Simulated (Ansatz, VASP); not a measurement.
## One calculation of Cu, two programs

```
CELL_PARAMETERS angstrom
0.00000 1.81487 1.81487
1.81487 0.00000 1.81487
1.81487 1.81487 0.00000
ATOMIC_POSITIONS crystal
Cu 0.00000 0.00000 0.00000
```

Alike in both runs: functional PBE; k mesh 20 × 20 × 20; occupations gaussian, width 0.1 eV; no spin polarisation.

Ansatz relaxed the structure, and its values are those at the end. VASP's run is a single point on that final structure, the one shown.

|  | VASP | Ansatz |
| --- | --- | --- |
| version | VASP 6.6.1 | Ansatz 0.2.0 |
| potentials or method | VASP PAW PBE potentials, release 64 (Cu), cutoff 520 eV | scalar-relativistic, plane waves, PAW |
| valence electrons in the cell | 11 | 19 |

```tsv
	VASP	Ansatz	Ansatz less VASP
gap on the k mesh at the Fermi level (eV)	none	none	-
pressure (GPa)	0.5	0.0	-0.53
```

A gap of «none» marks a metal or a gap that the smearing closes. With one functional, cell and mesh, what is left measures potentials, basis and numerics. VASP's potentials hold 11 valence electrons a cell and Ansatz's 19, so a difference there can come from the potentials and not from the codes.
